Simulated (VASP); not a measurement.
# Ca (Pm-3m) in VASP: notebook, part 2 of 2

VASP 6.6.1. The steps go on from the part before.

## 5. Relaxation of cell and atoms, LDA

This run uses another cell than the first one, of 47.83 Å³/atom.

File INCAR:

```
SYSTEM = Ca
PREC = Accurate
ENCUT = 500
EDIFF = 1E-7
ISMEAR = -1
SIGMA = 0.1
LREAL = .FALSE.
LASPH = .TRUE.
NELM = 120
ALGO = Normal
ISIF = 3
LWAVE = .FALSE.
LCHARG = .FALSE.
IBRION = 2
NSW = 50
EDIFFG = -0.02
GGA_COMPAT = .FALSE.
NELMIN = 4
```

File KPOINTS:

```
Automatic mesh
0
G
  6 6 6
  0 0 0
```

File POSCAR:

```
Ca
1.0
    3.6300000000      0.0000000000      0.0000000000
    0.0000000000      3.6300000000      0.0000000000
    0.0000000000      0.0000000000      3.6300000000
Ca
1
Direct
    0.0000000000      0.0000000000      0.0000000000
```

Potentials or basis: VASP PAW LDA potentials, release 64 (Ca_sv).

Launch:

```bash
$ cat potpaw_LDA.64/Ca_sv/POTCAR > POTCAR
$ mpirun -np 1 vasp_std > vasp.out
```

OUTCAR:

```text
SYSTEM = Ca
   PREC = Accurate
   ENCUT = 500
   EDIFF = 1E-7
   ISMEAR = -1
   LREAL = .FALSE.
   LASPH = .TRUE.
   NELM = 120
   ISIF = 3
   IBRION = 2
   NSW = 50
   EDIFFG = -0.02
   NELMIN = 4

 ion  position               nearest neighbor table
   1  0.000  0.000  0.000-

  LATTYP: Found a simple cubic cell.
 ALAT       =     3.6300000000

  Lattice vectors:

 A1 = (   3.6300000000,   0.0000000000,   0.0000000000)
 A2 = (   0.0000000000,   3.6300000000,   0.0000000000)
 A3 = (   0.0000000000,   0.0000000000,   3.6300000000)

Analysis of symmetry for initial positions (statically):
=====================================================================
 Subroutine PRICEL returns:
 Original cell was already a primitive cell.

 Routine SETGRP: Setting up the symmetry group for a
 simple cubic supercell.

 Subroutine GETGRP returns: Found 48 space group operations
 (whereof 48 operations were pure point group operations)
 out of a pool of 48 trial point group operations.

The static configuration has the point symmetry O_h .

Analysis of symmetry for dynamics (positions and initial velocities):
=====================================================================
 Subroutine PRICEL returns:
 Original cell was already a primitive cell.

 Routine SETGRP: Setting up the symmetry group for a
 simple cubic supercell.

 Subroutine GETGRP returns: Found 48 space group operations
 (whereof 48 operations were pure point group operations)
 out of a pool of 48 trial point group operations.

The dynamic configuration has the point symmetry O_h .

 Subroutine INISYM returns: Found 48 space group operations
 (whereof 48 operations are pure point group operations),
 and found     1 'primitive' translations

----------------------------------------------------------------------------------------

                                     Primitive cell

  volume of cell :      47.8321

  direct lattice vectors                    reciprocal lattice vectors
     3.630000000  0.000000000  0.000000000     0.275482094  0.000000000  0.000000000
     0.000000000  3.630000000  0.000000000     0.000000000  0.275482094  0.000000000
     0.000000000  0.000000000  3.630000000     0.000000000  0.000000000  0.275482094

  length of vectors
     3.630000000  3.630000000  3.630000000     0.275482094  0.275482094  0.275482094

  position of ions in fractional coordinates (direct lattice)
     0.000000000  0.000000000  0.000000000

  ion indices of the primitive-cell ions
   primitive index   ion index
                 1           1

----------------------------------------------------------------------------------------

 KPOINTS: Automatic mesh

Automatic generation of k-mesh.
 Grid dimensions read from file:
 generate k-points for:    6    6    6

 Generating k-lattice:

  Cartesian coordinates                     Fractional coordinates (reciprocal lattice)
     0.045913682  0.000000000  0.000000000     0.166666667  0.000000000  0.000000000
     0.000000000  0.045913682  0.000000000     0.000000000  0.166666667  0.000000000
     0.000000000  0.000000000  0.045913682     0.000000000  0.000000000  0.166666667

  Length of vectors
     0.045913682  0.045913682  0.045913682

  Shift w.r.t. Gamma in fractional coordinates (k-lattice)
     0.000000000  0.000000000  0.000000000

 Subroutine IBZKPT returns following result:
 ===========================================

 Found     20 irreducible k-points:

 Following reciprocal coordinates:
            Coordinates               Weight
  0.000000  0.000000  0.000000      1.000000
  0.166667  0.000000  0.000000      6.000000
  0.333333  0.000000  0.000000      6.000000
  0.500000  0.000000  0.000000      3.000000
  0.166667  0.166667  0.000000     12.000000
  0.333333  0.166667  0.000000     24.000000
[... 12 lines left out ...]
  0.500000  0.500000  0.333333      6.000000
  0.500000  0.500000  0.500000      1.000000
   k-points           NKPTS =     20   k-points in BZ     NKDIM =     20   number of bands    NBANDS=      9
   number of dos      NEDOS =    301   number of ions     NIONS =      1
   total plane-waves  NPLWV =  21952
   dimension x,y,z NGX =    28 NGY =   28 NGZ =   28
   dimension x,y,z NGXF=    56 NGYF=   56 NGZF=   56
   ions per type =               1
   NGX,Y,Z   is equivalent  to a cutoff of  12.82, 12.82, 12.82 a.u.
   NGXF,Y,Z  is equivalent  to a cutoff of  25.65, 25.65, 25.65 a.u.
 SYSTEM =  Ca
   PREC   = accura    normal or accurate (medium, high low for compatibility)
   ISTART =      0    job   : 0-new  1-cont  2-samecut
   ICHARG =      2    charge: 1-file 2-atom 10-const
   ISPIN  =      1    spin polarized calculation?
   LNONCOLLINEAR =      F non collinear calculations
   LSORBIT =      F    spin-orbit coupling
   LASPH  =      T    aspherical Exc in radial PAW
   ENCUT  =  500.0 eV  36.75 Ry    6.06 a.u.   6.62  6.62  6.62*2*pi/ulx,y,z
   NELM   =    120;   NELMIN=  4; NELMDL= -5     # of ELM steps
   EDIFF  = 0.1E-06   stopping-criterion for ELM
   LREAL  =      F    real-space projection
   EDIFFG = -.2E-01   stopping-criterion for IOM
   NSW    =     50    number of steps for IOM
   IBRION =      2    ionic relax: 0-MD 1-quasi-New 2-CG
   NFREE  =      1    steps in history (QN), initial steepest desc. (CG)
   ISIF   =      3    stress and relaxation
   ISYM   =      2    0-nonsym 1-usesym 2-fastsym
   POTIM  = 0.5000    time-step for ionic-motion
   TEBEG  =    0.0;   TEEND  =   0.0 temperature during run
   PSTRESS=    0.0 pullay stress
   NELECT =      10.0000    total number of electrons
   NUPDOWN=      -1.0000    fix difference up-down
   EMIN   =  10.00;   EMAX   =-10.00  energy-range for DOS
   EFERMI =   0.00;   METHOD = LEGACY
   ISMEAR =    -1;   SIGMA  =   0.10  broadening in eV -4-tet -1-fermi 0-gaus
   EFERMI_NEDOS =   21; number of points for ismear=-14 and -15
   IALGO  =     38    algorithm
   IMIX   =      4    mixing-type and parameters
     AMIX     =   0.40;   BMIX     =  1.00
     AMIX_MAG =   1.60;   BMIX_MAG =  1.00
  volume/ion in A,a.u.               =      47.83       322.79
  Fermi-wavevector in a.u.,A,eV,Ry     =   0.971631  1.836117 12.844819  0.944068
  Thomas-Fermi vector in A             =   2.101864
   LORBIT       =      0    0 simple, 1 ext, 2 COOP (PROOUT), +10 PAW based schemes
   GGA     = CA    functional components
   LHFCALC =     F    Hartree Fock is set to
   AEXX    =    0.0000 exact exchange contribution
   IVDW    =     0    specifies the selected vdW correction
   LEPSILON=     F    determine dielectric tensor
   LRPA    =     F    only Hartree local field effects (RPA)
 conjugate gradient relaxation of ions
 non-spin polarized calculation
  energy-cutoff  :      500.00
  volume of cell :       47.83
 maximum number of plane-waves:      1233
 NGX is ok and might be reduce to    28
   NGX = 13   NGY = 13   NGZ = 13

--------------------------------------- Ionic step        1  -------------------------------------------

 number of electron      10.0000005 magnetization

 Free energy of the ion-electron system (eV)
  ---------------------------------------------------
  ext. energy  EPLUGINS =         0.00000000
  ---------------------------------------------------
  free energy    TOTEN  =        -1.77886939 eV

  energy without entropy =       -1.73831064  energy(sigma->0) =       -1.75859001

------------------------ aborting loop because EDIFF is reached ----------------------------------------

  FORCE on cell =-STRESS in cart. coord.  units (eV):
  Direction    XX          YY          ZZ          XY          YZ          ZX
  --------------------------------------------------------------------------------------
  -------------------------------------------------------------------------------------
  Total       -0.6072473     -0.6072473     -0.6072473     -0.0000000     -0.0000000      0.0000000
  in kB      -20.3402499    -20.3402499    -20.3402499     -0.0000000     -0.0000000      0.0000000
  external PRESSURE =     -20.3402499 kB  Pullay stress =       0.0000000 kB
[... 90 lines left out ...]
  energy  without entropy=       -1.8098076994  energy(sigma->0) =       -1.82652918

--------------------------------------- Ionic step        4  -------------------------------------------

 number of electron      10.0000002 magnetization

 Free energy of the ion-electron system (eV)
  ---------------------------------------------------
  ext. energy  EPLUGINS =         0.00000000
  ---------------------------------------------------
  free energy    TOTEN  =        -1.84422966 eV

  energy without entropy =       -1.81070491  energy(sigma->0) =       -1.82746729

 E-fermi :   1.8689     XC(G=0):  -8.2035

 val. band max:        1.7023854866   @ k =   0.5000   0.1667   0.1667
 cond. band min:       2.0760932997   @ k =   0.5000   0.3333   0.3333
 fundamental gap:      0.3737078131
 Fermi energy:         1.8689471154

 k-point     1 :       0.0000    0.0000    0.0000
  band No.  band energies     occupation
      1     -39.5708      2.00000
      2     -20.7160      2.00000
      3     -20.7160      2.00000
      4     -20.7160      2.00000
      5      -1.9961      2.00000
      6       2.6734      0.00064
      7       2.6734      0.00064
      8       6.3283      0.00000
      9       6.3283      0.00000
[... 254 lines left out ...]
  FREE ENERGIE OF THE ION-ELECTRON SYSTEM (eV)
  ---------------------------------------------------
  free  energy   TOTEN  =        -1.8442296636 eV

  energy  without entropy=       -1.8107049107  energy(sigma->0) =       -1.82746729

 reached required accuracy - stopping structural energy minimisation
```

CONTCAR:

```text
Ca
   1.00000000000000
     3.3907524020822706    0.0000000000000000    0.0000000000000000
    -0.0000000000000000    3.3907524020822706    0.0000000000000000
     0.0000000000000000   -0.0000000000000000    3.3907524020822706
  Ca
     1
Direct
     0.0000000000000000    0.0000000000000000    0.0000000000000000

  0.00000000E+00  0.00000000E+00  0.00000000E+00
```

Run time: 22 s. Hardware: 1 thread of Intel Xeon 8259CL, shared host; peak memory 0.15 GiB.

Results:

- Free energy: -1.8442 eV
- Relaxed volume: 38.98 Å³/atom
- Relaxed cell: a = 3.391 Å, b = 3.391 Å, c = 3.391 Å, α = 90.00°, β = 90.00°, γ = 90.00°
- Space group after relaxing (to 0.1 Å): Pm-3m (No. 221)
- Energy gained by relaxing: 65.4 meV/atom
- Ionic steps: 4
- Pressure after relaxing: 0.0 GPa
- Band gap on the k mesh: zero (bands 5 and 6 overlap by 0.96 eV)

Step by step:
| step | energy change (eV) | largest force (eV/Å) | pressure (GPa) | volume (Å³) |
| --- | --- | --- | --- | --- |
| 1 | 0.0000 | 0.0000 | -2.03 | 47.83 |
| 2 | -0.0440 | 0.0000 | -1.35 | 43.75 |
| 3 | -0.0644 | 0.0000 | -0.33 | 40.00 |
| 4 | -0.0654 | 0.0000 | 0.02 | 38.98 |

Final structure:
```yaml
crystal:
  lattice:
    - [3.39075, 0.00000, 0.00000]
    - [0.00000, 3.39075, 0.00000]
    - [0.00000, 0.00000, 3.39075]
  atoms:
    - { symbol: Ca, position: [0.00000, 0.00000, 0.00000] }
```

Caveat: the volume moved by over 15 % at a fixed basis, so the end points are rough.

## 6. The runs side by side

| task | cell | k mesh | gap on the mesh (eV) | pressure (GPa) | relaxed volume (Å³/atom) |
| --- | --- | --- | --- | --- | --- |
| single point | a = 3.393 Å, 1 atom | 6 × 6 × 6 | none | 0.0 | - |
| single point | a = 3.360 Å, 1 atom | 7 × 7 × 7 | none | 0.0 | - |
| relaxation of cell and atoms | relaxed from a = 3.393 Å, 1 atom | 7 × 7 × 7 | none | 0.0 | 37.90 |
| relaxation of cell and atoms | relaxed from a = 3.630 Å, 1 atom | 6 × 6 × 6 | none | 0.0 | 38.98 |

Alike in all rows: level LDA; potentials or basis VASP PAW LDA potentials, release 64 (Ca_sv); no spin polarisation; cutoff (eV) 500; smearing fermi-dirac 0.1 eV.

Caveats: the volume moved by over 15 % at a fixed basis, so the end points are rough (at least some runs).

Absolute energies hang on the potentials; compare differences alone.

The gap in the log of VASP goes by the Fermi energy; the results here count the filled bands.